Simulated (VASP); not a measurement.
TiC, 2 atoms in the cell. Symmetry: Fm-3m, No. 225, cubic system. Conventional cell: a = 4.319 Å, b = 4.319 Å, c = 4.319 Å, α = 90.00°, β = 90.00°, γ = 90.00°. Ti (site symmetry m-3m) has 6 C at 2.16 Å within 2.9 Å. Within 2.9 Å of C (site symmetry m-3m) lie 6 Ti at 2.16 Å. 

```yaml
Program: VASP 6.6.1
Task: single point
Functional: PBE
Potentials_or_basis: VASP PAW PBE potentials, release 64 (Ti_sv, C)
Cutoff: 520 eV
k_mesh: 13 × 13 × 13
Occupations: methfessel-paxton, width 0.3 eV
Spin: no spin polarisation
Dipole_correction: no
Further_INCAR_settings: ALGO = Normal; EDIFF = 1e-07; NBANDS = 15
```

Potentials or basis: VASP PAW PBE potentials, release 64 (Ti_sv, C).

Run with:

```console
$ cat potpaw_PBE.64/Ti_sv/POTCAR potpaw_PBE.64/C/POTCAR > POTCAR
$ mpirun -np 1 vasp_std > vasp.out
```

Hardware: 1 thread of Intel(R) Xeon(R) Platinum 8259CL CPU @ 2.50GHz (Skylake/Cascade Lake), with other jobs on the host.

Question: Estimate the wall time of this run.

Answer: It took 30 s on 1 thread of Intel(R) Xeon(R) Platinum 8259CL CPU @ 2.50GHz (Skylake/Cascade Lake), on a shared host, peak memory 0.15 GiB. Counts: scf iterations 16, k points 84.
